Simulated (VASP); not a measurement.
Co, 2 atoms in the cell. The structure is cubic, space group Pm-3m (No. 221). The conventional cell has a = 2.287 Å, b = 2.287 Å, c = 2.287 Å, α = 90.00°, β = 90.00°, γ = 90.00°. Within 3.0 Å of Co (site symmetry m-3m) lie 6 Co at 2.29 Å. This isn't the form of Co at room conditions, which is hcp.

| Item | Value |
| --- | --- |
| Program | VASP 6.6.1 |
| Task | relaxation of cell and atoms |
| Functional | r2SCAN |
| Potentials or basis | VASP PAW PBE potentials, release 64 (Co) |
| Cutoff | 600 eV |
| k mesh | 12 × 12 × 12 |
| Occupations | fermi-dirac, width 0.05 eV |
| Spin | collinear spin, antiferromagnetic start |
| Starting moments | [1.7, -1.7] μB |
| Dipole correction | no |
| Further INCAR settings | ALGO = Normal; EDIFF = 1e-06; IBRION = 2; EDIFFG = -0.01; NSW = 80; ISIF = 3 |

Potentials or basis: VASP PAW PBE potentials, release 64 (Co).

The run is started by

```console
$ cat potpaw_PBE.64/Co/POTCAR > POTCAR
$ cp INCAR.step1 INCAR
$ mpirun -np 1 vasp_std > vasp.out
$ cp INCAR.step2 INCAR
$ mpirun -np 1 vasp_std > vasp.out
```

Hardware: 1 thread of AMD EPYC 9R45 96-Core Processor (Zen 5), with other jobs on the host.

Q: How long does it take, and how much memory?

A: Wall time 8.4 min on 1 thread of AMD EPYC 9R45 96-Core Processor (Zen 5), on a shared host, peak memory 0.19 GiB. Counts: k points 72, ion steps 3.
